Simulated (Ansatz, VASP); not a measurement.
**ScGa2N3: VASP beside Ansatz**

```
Sc Ga N
1.0
    -1.53742    2.22955    4.55146
     1.53742   -2.22955    4.55146
     1.53742    2.22955   -4.55146
Sc Ga N
1 2 3
Direct
  0.00000 0.00000 0.00000
  0.66874 0.66874 0.00000
  0.33126 0.33126 0.00000
  0.82531 0.32531 0.50000
  0.17469 0.67469 0.50000
  0.50000 0.00000 0.50000
```

Alike in both runs: functional PBE; k mesh 4 × 4 × 4; occupations gaussian, width 0.15 eV; no spin polarisation.

Ansatz relaxed the structure, and its values are those at the end. VASP's run is a single point on that final structure, the one shown.

```csv
,VASP,Ansatz
version,VASP 6.6.1,Ansatz 0.2.0
potentials or method,"VASP PAW PBE potentials, release 64 (Sc_sv, Ga_d, N), cutoff 520 eV","scalar-relativistic, plane waves, PAW"
valence electrons in the cell,52,52
```

```csv
,VASP,Ansatz,Ansatz less VASP
gap on the k mesh at the Fermi level (eV),1.51,1.52,+0.008
least direct gap on the mesh (eV),1.53,1.54,+0.013
pressure (GPa),0.6,-0.2,-0.83
rms of the force components (eV/Å),0.017,0.013,-0.0047
```

The functional is the same, so the differences come from potentials, cutoffs and numerics.

The k mesh is coarse, so the values compare programs but aren't converged.
